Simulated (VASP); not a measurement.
# CrAuI2 (R-3m) in VASP: further runs, part 2 of 2

VASP 6.6.1. Earlier steps stand in the parts before.

## (3) Single point, LDA, non-collinear spin, zero start, spin-orbit coupling

This run uses another cell than the first one, of 24.48 Å³/atom.

INCAR reads:

```
SYSTEM = CrAuI2
PREC = Accurate ; ENCUT = 520
EDIFF = 1E-7 ; ISMEAR = -1
SIGMA = 0.1 ; LREAL = .FALSE.
LASPH = .TRUE. ; NELM = 150
ALGO = Normal ; ISIF = 2
LWAVE = .FALSE. ; LCHARG = .FALSE.
LNONCOLLINEAR = .TRUE. ; MAGMOM = 0 0 0 0 0 0 0 0 0 0 0 0
LORBIT = 11 ; LSORBIT = .TRUE.
GGA_COMPAT = .FALSE. ; LORBMOM = .TRUE.
LMAXMIX = 4 ; GGA = CA
NBANDS = 51
```

KPOINTS reads:

```
Automatic mesh
0
G
  5 5 5
  0 0 0
```

POSCAR reads:

```
CrAuI2
1.0
    3.6940983895     -0.0000002673     -0.0000000747
   -1.8470489633      3.1991831830     -0.0000008032
    0.0000000131     -2.1327865228      8.2851970021
Cr I Au
1 2 1
Direct
    0.5000000000      0.0000000000      0.5000000000
    0.1068295429      0.2136590858      0.3204886288
    0.8931704571      0.7863409142      0.6795113712
    0.0000000000      0.0000000000      0.0000000000
```

Potentials or basis: VASP PAW LDA potentials, release 64 (Cr_pv, I, Au).

On the command line:

```console
$ cat potpaw_LDA.64/Cr_pv/POTCAR potpaw_LDA.64/I/POTCAR potpaw_LDA.64/Au/POTCAR > POTCAR
$ mpirun -np 1 vasp_ncl > vasp.out
```

OUTCAR:

```text
SYSTEM = CrAuI2
   PREC = Accurate
   ENCUT = 520
   EDIFF = 1E-7
   ISMEAR = -1
   LREAL = .FALSE.
   LASPH = .TRUE.
   NELM = 150
   ISIF = 2
   LNONCOLLINEAR = .TRUE.
   LORBIT = 11
   LSORBIT = .TRUE.
   GGA = CA

 ion  position               nearest neighbor table
   1  0.500  0.000  0.500-   2 2.60   3 2.60   2 2.60   3 2.60   2 2.60   3 2.60
   2  0.107  0.214  0.320-   1 2.60   1 2.60   1 2.60   4 2.66
   3  0.893  0.786  0.680-   1 2.60   1 2.60   1 2.60   4 2.66
   4  0.000  0.000  0.000-   2 2.66   3 2.66

  LATTYP: Found a trigonal (rhomboedric) cell.
 ALAT       =     8.5553064069
 COS(alpha) =     0.9067785649

  Lattice vectors:

 A1 = (   0.0000000131,  -2.1327865228,   8.2851970021)
 A2 = (   1.8470494393,   1.0663963929,   8.2851961242)
 A3 = (  -1.8470489502,   1.0663966602,   8.2851961989)

Analysis of symmetry for initial positions (statically):
=====================================================================
 Subroutine PRICEL returns:
 Original cell was already a primitive cell.

 Routine SETGRP: Setting up the symmetry group for a
 trigonal (rhombohedral) supercell.

 Subroutine GETGRP returns: Found 12 space group operations
 (whereof 12 operations were pure point group operations)
 out of a pool of 12 trial point group operations.

The static configuration has the point symmetry D_3d.

Analysis of symmetry for dynamics (positions and initial velocities):
=====================================================================
 Subroutine PRICEL returns:
 Original cell was already a primitive cell.

 Routine SETGRP: Setting up the symmetry group for a
 trigonal (rhombohedral) supercell.

 Subroutine GETGRP returns: Found 12 space group operations
 (whereof 12 operations were pure point group operations)
 out of a pool of 12 trial point group operations.

The dynamic configuration has the point symmetry D_3d.

Analysis of structural, dynamic, and magnetic symmetry:
=====================================================================
 Subroutine PRICEL returns:
 Original cell was already a primitive cell.

 Routine SETGRP: Setting up the symmetry group for a
 trigonal (rhombohedral) supercell.

 Subroutine GETGRP returns: Found 12 space group operations
 (whereof 12 operations were pure point group operations)
 out of a pool of 12 trial point group operations.

The overall configuration has the point symmetry D_3d.

 Subroutine INISYM returns: Found 12 space group operations
 (whereof 12 operations are pure point group operations),
 and found     1 'primitive' translations

----------------------------------------------------------------------------------------

                                     Primitive cell

  volume of cell :      97.9153

  direct lattice vectors                    reciprocal lattice vectors
     3.694098390 -0.000000267 -0.000000075     0.270702060  0.156289891  0.040232353
    -1.847048963  3.199183183 -0.000000803     0.000000024  0.312579822  0.080464717
     0.000000013 -2.132786523  8.285197002     0.000000002  0.000000032  0.120697199

  length of vectors
     3.694098390  3.694098389  8.555306407     0.315158338  0.322770376  0.120697199

  position of ions in fractional coordinates (direct lattice)
[... 1129 lines left out ...]
  Total        0.0291688      0.0291688      0.0399808     -0.0000000      0.0000000      0.0000000
  in kB        0.4772859      0.4772859      0.6542014     -0.0000000      0.0000000      0.0000000
  external PRESSURE =       0.5362577 kB  Pullay stress =       0.0000000 kB

 VOLUME and BASIS-vectors are now :
 -----------------------------------------------------------------------------
  energy-cutoff  :      520.00
  volume of cell :       97.92
      direct lattice vectors                 reciprocal lattice vectors
     3.694098390 -0.000000267 -0.000000075     0.270702060  0.156289891  0.040232353
    -1.847048963  3.199183183 -0.000000803     0.000000024  0.312579822  0.080464717
     0.000000013 -2.132786523  8.285197002     0.000000002  0.000000032  0.120697199

 POSITION                                       TOTAL-FORCE (eV/Angst)
 -----------------------------------------------------------------------------------
      1.84705     -1.06639      4.14260         0.000000      0.000000      0.000000
      0.00000      0.00000      2.65531         0.000000      0.000000      0.008666
      1.84705      1.06640      5.62988        -0.000000     -0.000000     -0.008666
      0.00000      0.00000      0.00000         0.000000     -0.000000      0.000000
 -----------------------------------------------------------------------------------
    total drift:                                0.000000     -0.000000      0.000000

  FREE ENERGIE OF THE ION-ELECTRON SYSTEM (eV)
  ---------------------------------------------------
  free  energy   TOTEN  =       -17.4564938463 eV

  energy  without entropy=      -17.2564949816  energy(sigma->0) =      -17.35649441

 orbital moment (x)

 # of ion     p       d       tot
 ----------------------------------------
  1        -0.000   0.000   0.000
  2         0.000   0.000   0.000
  3         0.000   0.000   0.000
  4        -0.000   0.000   0.000
 ----------------------------------------
            0.000   0.000   0.000

 orbital moment (y)

 # of ion     p       d       tot
 ----------------------------------------
  1         0.000   0.000   0.000
  2        -0.000   0.000  -0.000
  3        -0.000  -0.000  -0.000
  4        -0.000   0.000   0.000
 ----------------------------------------
           -0.000   0.000   0.000

 orbital moment (z)

 # of ion     p       d       tot
 ----------------------------------------
  1         0.000  -0.000  -0.000
  2         0.000   0.000   0.000
  3         0.000   0.000   0.000
  4         0.000  -0.000  -0.000
 ----------------------------------------
            0.000  -0.000  -0.000

 Spin-Orbit-Coupling matrix elements

 Ion:    1  E_soc:     -0.0281128
 l=   1
     0.0000000    -0.0032741    -0.0033427
    -0.0032741     0.0000000    -0.0032741
    -0.0033427    -0.0032741     0.0000000
 l=   2
     0.0000000    -0.0003154     0.0000000    -0.0003154    -0.0011061
    -0.0003154     0.0000000    -0.0009906     0.0001832    -0.0003154
     0.0000000    -0.0009906     0.0000000    -0.0009906     0.0000000
    -0.0003154     0.0001832    -0.0009906     0.0000000    -0.0003154
    -0.0011061    -0.0003154     0.0000000    -0.0003154     0.0000000
 l=   3
     0.0000000     0.0000000     0.0000000     0.0000000     0.0000000     0.0000000     0.0000000
     0.0000000     0.0000000     0.0000000     0.0000000     0.0000000     0.0000000     0.0000000
     0.0000000     0.0000000     0.0000000     0.0000000     0.0000000     0.0000000     0.0000000
     0.0000000     0.0000000     0.0000000     0.0000000     0.0000000     0.0000000     0.0000000
[... 49 lines left out ...]
 l=   2
     0.0000000    -0.0119989     0.0000000    -0.0119989    -0.0469454
    -0.0119989     0.0000000    -0.0392766    -0.0125650    -0.0119989
     0.0000000    -0.0392766     0.0000000    -0.0392766     0.0000000
    -0.0119989    -0.0125650    -0.0392766     0.0000000    -0.0119989
    -0.0469454    -0.0119989     0.0000000    -0.0119989     0.0000000
 l=   3
     0.0000000     0.0000000     0.0000000     0.0000000     0.0000000     0.0000000     0.0000000
     0.0000000     0.0000000     0.0000000     0.0000000     0.0000000     0.0000000     0.0000000
     0.0000000     0.0000000     0.0000000     0.0000000     0.0000000     0.0000000     0.0000000
     0.0000000     0.0000000     0.0000000     0.0000000     0.0000000     0.0000000     0.0000000
     0.0000000     0.0000000     0.0000000     0.0000000     0.0000000     0.0000000     0.0000000
     0.0000000     0.0000000     0.0000000     0.0000000     0.0000000     0.0000000     0.0000000
     0.0000000     0.0000000     0.0000000     0.0000000     0.0000000     0.0000000     0.0000000

 total charge

# of ion       s       p       d       tot
------------------------------------------
    1        0.252   6.234   4.440  10.926
    2        1.511   2.733   0.106   4.350
    3        1.511   2.733   0.106   4.350
    4        0.604   0.193   8.799   9.596
--------------------------------------------------
tot          3.879  11.893  13.451  29.223

 magnetization (x)

# of ion       s       p       d       tot
------------------------------------------
    1        0.000  -0.000   0.000  -0.000
    2       -0.000  -0.000   0.000  -0.000
    3       -0.000  -0.000   0.000  -0.000
    4        0.000   0.000   0.000   0.000
--------------------------------------------------
tot         -0.000  -0.000   0.000  -0.000

 magnetization (y)

# of ion       s       p       d       tot
------------------------------------------
    1        0.000  -0.000  -0.000  -0.000
    2        0.000   0.000   0.000   0.000
    3        0.000   0.000   0.000   0.000
    4       -0.000  -0.000   0.000  -0.000
--------------------------------------------------
tot         -0.000  -0.000  -0.000  -0.000

 magnetization (z)

# of ion       s       p       d       tot
------------------------------------------
    1        0.000   0.000  -0.000  -0.000
    2        0.000   0.000   0.000   0.000
    3        0.000   0.000   0.000   0.000
    4        0.000   0.000   0.000   0.000
--------------------------------------------------
tot          0.000   0.000  -0.000  -0.000
```

Wall time 10 min (1 thread of Intel Xeon 8259CL, shared host); peak memory 0.41 GiB.

What came out:

| Property | Result |
| --- | --- |
| Free energy | -17.4565 eV |
| Pressure | 0.1 GPa |
| Largest force | 0.009 eV/Å |
| Net moment | 0.00 μB per cell |
| Valence electrons inside the program's atomic spheres | Cr 10.93; I 4.35; Au 9.60 |

Forces in eV/Å, atoms in the order of the input:
```
Cr   0.000  0.000  0.000
I    0.000  0.000  0.009
I    0.000  0.000 -0.009
Au   0.000  0.000  0.000
```

Moments on the atoms (μB; x, y, z):
```
Cr  0.00 0.00 0.00
I   0.00 0.00 0.00
I   0.00 0.00 0.00
Au  0.00 0.00 0.00
```

Caveat: the k points lie up to 0.40 Å⁻¹ apart.

## (4) Relaxation of cell and atoms, r2SCAN

This run uses another cell than the first one, of 28.42 Å³/atom.

POSCAR reads:

```
CrAuI2
1.0
    3.9896370000      0.0000000000      0.0000000000
   -1.9948180000      3.4551320000      0.0000000000
    0.0000000000     -2.3034170000      8.2465860000
Cr I Au
1 2 1
Direct
    0.5000000000      0.0000000000      0.5000000000
    0.1119000000      0.2238000000      0.3357000000
    0.8881000000      0.7762000000      0.6643000000
    0.0000000000      0.0000000000      0.0000000000
```

INCAR.step1 reads:

```
PREC     = Accurate       # precision mode
ENCUT    = 600            # plane-wave cutoff, eV
ISMEAR   = -1             # smearing method
SIGMA    = 0.1            # smearing width, eV
LREAL    = F              # projectors in reciprocal space
LASPH    = T              # aspherical terms in the spheres
NELM     = 100            # most SCF steps
GGA      = PE             # functional
ALGO     = Normal         # electronic algorithm
EDIFF    = 1E-4           # SCF threshold, eV
LWAVE    = T              # write WAVECAR
LCHARG   = F              # write CHGCAR
```

INCAR.step2 reads:

```
PREC     = Accurate       # precision mode
ENCUT    = 600            # plane-wave cutoff, eV
EDIFF    = 1E-6           # SCF threshold, eV
ISMEAR   = -1             # smearing method
SIGMA    = 0.1            # smearing width, eV
LREAL    = F              # projectors in reciprocal space
LASPH    = T              # aspherical terms in the spheres
NELM     = 100            # most SCF steps
ALGO     = Normal         # electronic algorithm
ISIF     = 3              # what is computed and relaxed
LWAVE    = F              # write WAVECAR
LCHARG   = F              # write CHGCAR
METAGGA  = R2SCAN         # meta-GGA
LMIXTAU  = T            
IBRION   = 2              # ionic algorithm
NSW      = 60             # ionic steps
EDIFFG   = -0.01          # ionic threshold
ISTART   = 1
```

KPOINTS reads:

```
regular mesh
0
Gamma
  5 5 5
```

Potentials or basis: VASP PAW PBE potentials, release 64 (Cr_pv, I, Au).

On the command line:

```console
$ cat potpaw_PBE.64/Cr_pv/POTCAR potpaw_PBE.64/I/POTCAR potpaw_PBE.64/Au/POTCAR > POTCAR
$ cp INCAR.step1 INCAR
$ mpirun -np 1 vasp_std > vasp.out
$ cp INCAR.step2 INCAR
$ mpirun -np 1 vasp_std > vasp.out
```

Wall time 37 min (1 thread of Intel Xeon 8259CL, shared host); peak memory 0.34 GiB.

Results (log left out):

```
Free energy                           : -112.4942 eV
Relaxed volume                        : 27.36 Å³/atom
Relaxed cell                          : a = 3.909 Å, b = 3.909 Å, c = 8.573 Å, α = 103.18°, β = 90.00°, γ = 120.00°
Space group after relaxing (to 0.1 Å) : R-3m (No. 166)
Energy gained by relaxing             : 28.2 meV/atom
Ionic steps                           : 7
Pressure after relaxing               : 0.0 GPa
Largest force after relaxing          : 0.009 eV/Å
Band gap on the k mesh                : zero (an odd number of electrons rules out a gap without spin polarisation)
```

Forces in eV/Å, atoms in the order of the input:
```
Cr   0.000  0.000  0.000
I    0.000  0.000  0.009
I    0.000  0.000 -0.009
Au   0.000  0.000  0.000
```

The path:
```tsv
step	energy change (eV)	largest force (eV/Å)	pressure (GPa)	volume (Å³)
1	0.0000	1.0033	-0.61	113.68
2	-0.0793	0.4963	-0.23	111.90
3	-0.0954	0.0643	0.30	110.65
4	-0.0956	0.1054	0.22	110.76
5	-0.1073	0.0339	-0.33	111.17
6	-0.1087	0.0069	-0.62	111.38
7	-0.1128	0.0091	0.00	109.45
```

Final structure:
```cif
data_structure
_symmetry_space_group_name_H-M 'P 1'
_symmetry_Int_Tables_number 1
_cell_length_a 3.9090
_cell_length_b 3.9091
_cell_length_c 8.5729
_cell_angle_alpha 103.179
_cell_angle_beta 90.000
_cell_angle_gamma 120.000
_cell_volume 109.45
loop_
_atom_site_label
_atom_site_type_symbol
_atom_site_fract_x
_atom_site_fract_y
_atom_site_fract_z
_atom_site_occupancy
Cr1 Cr 0.50000 0.00000 0.50000 1
I1 I 0.10755 0.21511 0.32266 1
I2 I 0.89245 0.78489 0.67734 1
Au1 Au 0.00000 0.00000 0.00000 1
```

Levels at points of the mesh, in eV from the Fermi level:
```
           k point  band 16  band 17  band 18  band 19  band 20  band 21  band 22
(0.00, 0.00, 0.00)    -2.73    -1.73    -0.54    -0.54     0.68     1.88     1.88
```

Caveat: the k points lie up to 0.37 Å⁻¹ apart in the final cell, too coarse for converged energies and pressures of a metal; the PAW data sets were made with another functional, which shifts forces and pressure a little; spin-orbit coupling is left out, which moves the levels of the heavy elements; an odd number of electrons without spin polarisation forces a metal; a magnetic or distorted state may lie lower; the run has no spin polarisation, though such a crystal can be magnetic; semilocal functionals often make such compounds metallic where correlation or magnetic order opens a gap, which also shifts bond lengths. Spin polarisation is off, so any magnetic state and its effect on volume and gap are missing.

## (5) Overview

| task | level | potentials or basis | spin | cell | cutoff (eV) | gap on the mesh (eV) | pressure (GPa) | largest force (eV/Å) |
| --- | --- | --- | --- | --- | --- | --- | --- | --- |
| single point | r2SCAN | VASP PAW PBE potentials, release 64 (Cr_pv, I, Au) | off | a = 3.911, b = 3.911, c = 8.579 Å, angles 103.2, 90.0, 120.0°, 4 atoms, atomic positions A | 520 | none | -0.1 | 0.01 |
| single point | LDA | VASP PAW LDA potentials, release 64 (Cr_pv, I, Au) | non-collinear, zero start, SOC | a = 3.694, b = 3.694, c = 8.555 Å, angles 102.5, 90.0, 120.0°, 4 atoms, atomic positions B | 520 | - | 0.1 | 0.01 |
| relaxation of cell and atoms | r2SCAN | VASP PAW PBE potentials, release 64 (Cr_pv, I, Au) | off | relaxed from a = 3.990, b = 3.990, c = 8.562 Å, angles 103.5, 90.0, 120.0°, 4 atoms, atomic positions C | 600 | none | 0.0 | 0.01 |

Alike in all rows: k mesh 5 × 5 × 5; smearing fermi-dirac 0.1 eV.

Caveats: all runs use coarse meshes; the PAW data sets were made with another functional, which shifts forces and pressure a little (at least some runs); spin-orbit coupling is left out, which moves the levels of the heavy elements (at least some runs); an odd number of electrons without spin polarisation forces a metal (at least some runs); a magnetic or distorted state may lie lower (at least some runs); semilocal functionals often make such compounds metallic where correlation or magnetic order opens a gap, which also shifts bond lengths (at least some runs).

Absolute energies hang on the potentials; compare differences alone.
